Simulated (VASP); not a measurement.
## GaN: single point with PBE-based screened hybrid with 25 % exact exchange

GaN:

```xyz
2
Lattice="0.0000 2.2535 2.2535 2.2535 0.0000 2.2535 2.2535 2.2535 0.0000" Properties=species:S:1:pos:R:3 pbc="T T T"
Ga    0.0000    0.0000    0.0000
N     1.1268    1.1268    1.1268
```

```json
{
 "Program": "VASP 6.6.1",
 "Task": "single point",
 "Functional": "PBE-based screened hybrid with 25 % exact exchange",
 "Potentials or basis": "VASP PAW PBE potentials, release 64 (Ga_d, N)",
 "Cutoff": "520 eV",
 "k mesh": "5 × 5 × 5",
 "Occupations": "fermi-dirac, width 0.05 eV",
 "Spin": "no spin polarisation",
 "Dipole correction": "no",
 "Grid for exact exchange (PRECFOCK)": "Normal",
 "Share of exact exchange": "0.25",
 "Further INCAR settings": "ALGO = Normal; EDIFF = 1e-07; NBANDS = 16",
 "Screening parameter": "0.15 1/Å"
}
```

```
Pressure               : -1.6 GPa
Band gap on the k mesh : 3.15 eV
```

Levels at points of the mesh, in eV from the valence-band top:
| k point | band 5 | band 6 | band 7 | band 8 | band 9 | band 10 | band 11 | band 12 | band 13 | band 14 |
| --- | --- | --- | --- | --- | --- | --- | --- | --- | --- | --- |
| (0.00, 0.00, 0.00) | -15.28 | -15.28 | 0.00 | 0.00 | 0.00 | 3.15 | 12.10 | 12.10 | 12.10 | 19.57 |

Run time: 19 min on 1 thread of Intel Xeon 8259CL, on a shared host, peak memory 0.25 GiB.

Caveat: the k points lie up to 0.48 Å⁻¹ apart; the PAW data sets were made with another functional, which shifts forces and pressure a little.
